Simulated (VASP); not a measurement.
# MgO (scan.b) (Fm-3m) in VASP: further runs, part 2 of 2

VASP 6.6.1. The steps go on from the part before.

### Step 3. Single point, r2SCAN (volume scaled by 1.09)

Input file POSCAR:

```
MgO
1.0
    0.0000000000      2.1634307579      2.1634307579
    2.1634307579      0.0000000000      2.1634307579
    2.1634307579      2.1634307579      0.0000000000
Mg O
1 1
Direct
    0.0000000000      0.0000000000      0.0000000000
    0.5000000000      0.5000000000      0.5000000000
```

Input file INCAR.step1:

```
SYSTEM = MgO
PREC     = Accurate       ! precision mode
ENCUT    = 660            ! plane-wave cutoff, eV
ISMEAR   = 0              ! smearing method
SIGMA    = 0.02           ! smearing width, eV
LREAL    = .FALSE.        ! projectors in reciprocal space
LASPH    = .TRUE.         ! aspherical terms in the spheres
NELM     = 120            ! most SCF steps
NBANDS   = 11             ! bands
GGA      = PE             ! functional
ALGO     = Normal         ! electronic algorithm
EDIFF    = 1E-5           ! SCF threshold, eV
LWAVE    = .TRUE.         ! write WAVECAR
LCHARG   = .FALSE.        ! write CHGCAR
GGA_COMPAT= .FALSE.
```

Input file INCAR.step2:

```
SYSTEM = MgO
PREC     = Accurate       ! precision mode
ENCUT    = 660            ! plane-wave cutoff, eV
EDIFF    = 1E-6           ! SCF threshold, eV
ISMEAR   = 0              ! smearing method
SIGMA    = 0.02           ! smearing width, eV
LREAL    = .FALSE.        ! projectors in reciprocal space
LASPH    = .TRUE.         ! aspherical terms in the spheres
NELM     = 120            ! most SCF steps
ALGO     = Normal         ! electronic algorithm
ISIF     = 2              ! what is computed and relaxed
LWAVE    = .FALSE.        ! write WAVECAR
LCHARG   = .TRUE.         ! write CHGCAR
METAGGA  = R2SCAN         ! meta-GGA
LMIXTAU  = .TRUE.       
LELF     = .TRUE.         ! ELF
LVHAR    = .TRUE.       
NBANDS   = 11             ! bands
ISTART   = 1            
GGA_COMPAT= .FALSE.
```

Input file KPOINTS:

```
regular mesh
0
G
  10 10 10
  0 0 0
```

Potentials or basis: VASP PAW PBE potentials, release 64 (Mg, O).

The run is started by

```bash
$ cat potpaw_PBE.64/Mg/POTCAR potpaw_PBE.64/O/POTCAR > POTCAR
$ cp INCAR.step1 INCAR
$ mpirun -np 1 vasp_std > vasp.out
$ cp INCAR.step2 INCAR
$ mpirun -np 1 vasp_std > vasp.out
```

OUTCAR:

```text
SYSTEM = MgO
   PREC = Accurate
   ENCUT = 660
   EDIFF = 1E-6
   ISMEAR = 0
   LREAL = .FALSE.
   LASPH = .TRUE.
   NELM = 120
   ISIF = 2
   METAGGA = R2SCAN
   ISTART = 1

 ion  position               nearest neighbor table
   1  0.000  0.000  0.000-   2 2.16   2 2.16   2 2.16   2 2.16   2 2.16   2 2.16
   2  0.500  0.500  0.500-   1 2.16   1 2.16   1 2.16   1 2.16   1 2.16   1 2.16

  LATTYP: Found a face centered cubic cell.
 ALAT       =     4.3268615158

  Lattice vectors:

 A1 = (   0.0000000000,   2.1634307579,   2.1634307579)
 A2 = (   2.1634307579,   0.0000000000,   2.1634307579)
 A3 = (   2.1634307579,   2.1634307579,   0.0000000000)

Analysis of symmetry for initial positions (statically):
=====================================================================
 Subroutine PRICEL returns:
 Original cell was already a primitive cell.

 Routine SETGRP: Setting up the symmetry group for a
 face centered cubic supercell.

 Subroutine GETGRP returns: Found 48 space group operations
 (whereof 48 operations were pure point group operations)
 out of a pool of 48 trial point group operations.

The static configuration has the point symmetry O_h .

Analysis of symmetry for dynamics (positions and initial velocities):
=====================================================================
 Subroutine PRICEL returns:
 Original cell was already a primitive cell.

 Routine SETGRP: Setting up the symmetry group for a
 face centered cubic supercell.

 Subroutine GETGRP returns: Found 48 space group operations
 (whereof 48 operations were pure point group operations)
 out of a pool of 48 trial point group operations.

The dynamic configuration has the point symmetry O_h .

 Subroutine INISYM returns: Found 48 space group operations
 (whereof 48 operations are pure point group operations),
 and found     1 'primitive' translations

----------------------------------------------------------------------------------------

                                     Primitive cell

  volume of cell :      20.2516

  direct lattice vectors                    reciprocal lattice vectors
     0.000000000  2.163430758  2.163430758    -0.231114399  0.231114399  0.231114399
     2.163430758  0.000000000  2.163430758     0.231114399 -0.231114399  0.231114399
     2.163430758  2.163430758  0.000000000     0.231114399  0.231114399 -0.231114399

  length of vectors
     3.059553119  3.059553119  3.059553119     0.400301882  0.400301882  0.400301882

  position of ions in fractional coordinates (direct lattice)
     0.000000000  0.000000000  0.000000000
     0.500000000  0.500000000  0.500000000

  ion indices of the primitive-cell ions
   primitive index   ion index
                 1           1
                 2           2

----------------------------------------------------------------------------------------

 KPOINTS: regular mesh

Automatic generation of k-mesh.
 Grid dimensions read from file:
 generate k-points for:   10   10   10

 Generating k-lattice:

  Cartesian coordinates                     Fractional coordinates (reciprocal lattice)
    -0.023111440  0.023111440  0.023111440     0.100000000  0.000000000  0.000000000
     0.023111440 -0.023111440  0.023111440     0.000000000  0.100000000  0.000000000
[... 39 lines left out ...]
 [... further k-points ...]
   k-points           NKPTS =     47   k-points in BZ     NKDIM =     47   number of bands    NBANDS=     11
   number of dos      NEDOS =    301   number of ions     NIONS =      2
   total plane-waves  NPLWV =  21952
   dimension x,y,z NGX =    28 NGY =   28 NGZ =   28
   dimension x,y,z NGXF=    56 NGYF=   56 NGZF=   56
   ions per type =               1   1
   NGX,Y,Z   is equivalent  to a cutoff of  15.21, 15.21, 15.21 a.u.
   NGXF,Y,Z  is equivalent  to a cutoff of  30.43, 30.43, 30.43 a.u.
 SYSTEM =  MgO
   PREC   = accura    normal or accurate (medium, high low for compatibility)
   ISTART =      1    job   : 0-new  1-cont  2-samecut
   ICHARG =      0    charge: 1-file 2-atom 10-const
   ISPIN  =      1    spin polarized calculation?
   LNONCOLLINEAR =      F non collinear calculations
   LSORBIT =      F    spin-orbit coupling
   LASPH  =      T    aspherical Exc in radial PAW
   ENCUT  =  660.0 eV  48.51 Ry    6.96 a.u.   6.41  6.41  6.41*2*pi/ulx,y,z
   NELM   =    120;   NELMIN=  2; NELMDL=  0     # of ELM steps
   EDIFF  = 0.1E-05   stopping-criterion for ELM
   LREAL  =      F    real-space projection
   EDIFFG = 0.1E-04   stopping-criterion for IOM
   NSW    =      0    number of steps for IOM
   IBRION =     -1    ionic relax: 0-MD 1-quasi-New 2-CG
   NFREE  =      0    steps in history (QN), initial steepest desc. (CG)
   ISIF   =      2    stress and relaxation
   ISYM   =      2    0-nonsym 1-usesym 2-fastsym
   POTIM  = 0.5000    time-step for ionic-motion
   TEBEG  =    0.0;   TEEND  =   0.0 temperature during run
   PSTRESS=    0.0 pullay stress
   NELECT =       8.0000    total number of electrons
   NUPDOWN=      -1.0000    fix difference up-down
   EMIN   =  10.00;   EMAX   =-10.00  energy-range for DOS
   EFERMI =   0.00;   METHOD = LEGACY
   ISMEAR =     0;   SIGMA  =   0.02  broadening in eV -4-tet -1-fermi 0-gaus
   EFERMI_NEDOS =   21; number of points for ismear=-14 and -15
   IALGO  =     38    algorithm
   IMIX   =      4    mixing-type and parameters
     AMIX     =   0.40;   BMIX     =  1.00
     AMIX_MAG =   1.60;   BMIX_MAG =  1.00
  volume/ion in A,a.u.               =      10.13        68.33
  Fermi-wavevector in a.u.,A,eV,Ry     =   1.201209  2.269955 19.631881  1.442903
  Thomas-Fermi vector in A             =   2.337024
   LORBIT       =      0    0 simple, 1 ext, 2 COOP (PROOUT), +10 PAW based schemes
   METAGGA = R2SCAN    functional components
   LHFCALC =     F    Hartree Fock is set to
   AEXX    =    0.0000 exact exchange contribution
   IVDW    =     0    specifies the selected vdW correction
   LEPSILON=     F    determine dielectric tensor
   LRPA    =     F    only Hartree local field effects (RPA)
 non-spin polarized calculation
 Gauss-broadening in eV      SIGMA  =   0.02
  energy-cutoff  :      660.00
  volume of cell :       20.25
 maximum number of plane-waves:       794
 NGX is ok and might be reduce to    28
   NGX = 13   NGY = 13   NGZ = 13

 number of electron       8.0000001 magnetization

 Free energy of the ion-electron system (eV)
  ---------------------------------------------------
  ext. energy  EPLUGINS =         0.00000000
  ---------------------------------------------------
  free energy    TOTEN  =       -16.08945329 eV

  energy without entropy =      -16.08945329  energy(sigma->0) =      -16.08945329

 E-fermi :   2.3815     XC(G=0): -11.1845

 val. band max:        2.2083351073   @ k =   0.0000   0.0000   0.0000
 cond. band min:       7.0384840646   @ k =   0.0000   0.0000   0.0000
 fundamental gap:      4.8301489573
 Fermi energy:         2.3815404426

 k-point     1 :       0.0000    0.0000    0.0000
  band No.  band energies     occupation
      1     -15.5999      2.00000
      2       2.2083      2.00000
      3       2.2083      2.00000
      4       2.2083      2.00000
      5       7.0385      0.00000
      6      18.5668      0.00000
      7      18.5668      0.00000
      8      18.5668      0.00000
      9      22.4861      0.00000
     10      24.1706      0.00000
     11      24.1706      0.00000
[... 309 lines left out ...]
 k-point    24 :       0.4000    0.3000    0.0000
  band No.  band energies     occupation
      1     -14.5677      2.00000
      2      -1.1068      2.00000
      3       1.0033      2.00000
      4       1.1978      2.00000
      5      11.9725      0.00000
      6      13.0752      0.00000
      7      16.1079      0.00000
      8      20.6025      0.00000
      9      20.8075      0.00000
     10      27.4754      0.00000
     11      29.0366      0.00000

 [... further k-points ...]

------------------------ aborting loop because EDIFF is reached ----------------------------------------

  FORCE on cell =-STRESS in cart. coord.  units (eV):
  Direction    XX          YY          ZZ          XY          YZ          ZX
  --------------------------------------------------------------------------------------
  -------------------------------------------------------------------------------------
  Total       -1.6902975     -1.6902975     -1.6902975     -0.0000000     -0.0000000      0.0000000
  in kB     -133.7256586   -133.7256586   -133.7256586     -0.0000000     -0.0000000      0.0000000
  external PRESSURE =    -133.7256586 kB  Pullay stress =       0.0000000 kB

 VOLUME and BASIS-vectors are now :
 -----------------------------------------------------------------------------
  energy-cutoff  :      660.00
  volume of cell :       20.25
      direct lattice vectors                 reciprocal lattice vectors
     0.000000000  2.163430758  2.163430758    -0.231114399  0.231114399  0.231114399
     2.163430758  0.000000000  2.163430758     0.231114399 -0.231114399  0.231114399
     2.163430758  2.163430758  0.000000000     0.231114399  0.231114399 -0.231114399

 POSITION                                       TOTAL-FORCE (eV/Angst)
 -----------------------------------------------------------------------------------
      0.00000      0.00000      0.00000        -0.000000      0.000000      0.000000
      2.16343      2.16343      2.16343         0.000000     -0.000000     -0.000000
 -----------------------------------------------------------------------------------
    total drift:                                0.000000      0.000000      0.000000

  FREE ENERGIE OF THE ION-ELECTRON SYSTEM (eV)
  ---------------------------------------------------
  free  energy   TOTEN  =       -16.0894532903 eV

  energy  without entropy=      -16.0894532903  energy(sigma->0) =      -16.08945329
```

Run time: 32 s. Hardware: 1 thread of Intel Xeon 6975P-C (Granite Rapids), shared host; peak memory 0.17 GiB.

Results:

```
Free energy            : -16.0895 eV
Pressure               : -13.4 GPa
Band gap on the k mesh : 4.83 eV, direct
```

Caveat: the PAW data sets were made with another functional, which shifts forces and pressure a little.
